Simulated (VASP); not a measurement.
The system is FePt.

```
Fe Pt
1.0
    -1.88293   -1.88293   -3.81393
    -1.88293   -3.81393   -1.88293
    -3.81393   -1.88293   -1.88293
Fe Pt
1 1
Direct
  0.00000 0.00000 0.00000
  0.50000 0.50000 0.50000
```

Base run:

```yaml
Program: VASP 6.6.1
Functional: PBE
Potentials_or_basis: VASP PAW PBE potentials, release 64 (Fe, Pt)
Cutoff: 520 eV
k_mesh: 18 × 18 × 18
Occupations: gaussian, width 0.1 eV
Spin: collinear spin, ferromagnetic start
Starting_moments: "[0.5, 0.0] μB"
```

Its results: pressure -15.1 GPa; net moment 0.00 μB per cell.

Task: The run is repeated on the same cell with these changes: further incar settings from ALGO = Normal; EDIFF = 1e-06; NBANDS = 20 to ALGO = Normal; EDIFF = 1e-07; NBANDS = 20; moments at the start from [0.5, 0.0] to [3.0, 0.0]. What comes out?

Result: Pressure -0.4 GPa; net moment 3.21 μB per cell; site moments Fe +2.91; Pt +0.29 μB.

Caveats: the cell stands under tension (at least some runs).
